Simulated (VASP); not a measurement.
Here is a VASP 6.6.1 calculation.

INCAR

```
SYSTEM = BaTiO3
PREC     = Accurate       ! precision mode
ENCUT    = 520            ! plane-wave cutoff, eV
EDIFF    = 1E-6           ! SCF threshold, eV
ISMEAR   = -1             ! smearing method
SIGMA    = 0.05           ! smearing width, eV
LREAL    = .False.        ! projectors in reciprocal space
LASPH    = .True.         ! aspherical terms in the spheres
NELM     = 80             ! most SCF steps
ALGO     = Normal         ! electronic algorithm
ISIF     = 2              ! what is computed and relaxed
LWAVE    = .False.        ! write WAVECAR
LCHARG   = .False.        ! write CHGCAR
GGA      = CA             ! functional
NBANDS   = 28             ! bands
```

KPOINTS

```
regular mesh
0
Gamma
  7 7 7
  0 0 0
```

Contents of POSCAR:

```
BaTiO3
1.0
    3.9998000000      0.0000000000      0.0000000000
    0.0000000000      3.9998000000      0.0000000000
    0.0000000000      0.0000000000      4.0180000000
Ba Ti O
1 1 3
Direct
    0.0000000000      0.0000000000      0.0000000000
    0.5000000000      0.5000000000      0.4900000000
    0.0000000000      0.5000000000      0.5170000000
    0.5000000000      0.0000000000      0.5170000000
    0.5000000000      0.5000000000      0.0190000000
```

Potentials or basis: VASP PAW LDA potentials, release 64 (Ba_sv, Ti_sv, O).

The run is started by

```sh
$ cat potpaw_LDA.64/Ba_sv/POTCAR potpaw_LDA.64/Ti_sv/POTCAR potpaw_LDA.64/O/POTCAR > POTCAR
$ mpirun -np 1 vasp_std > vasp.out
```

(1) Predict the largest force.

(2) What does it give for the pressure?

(3) Predict the band gap on the k mesh.

## Answers

(1) 0.363 eV/Å.

(2) -6.5 GPa.

(3) 1.78 eV, indirect (least direct gap 1.97 eV).

Caveat: spin-orbit coupling is left out, which moves the levels of the heavy elements.
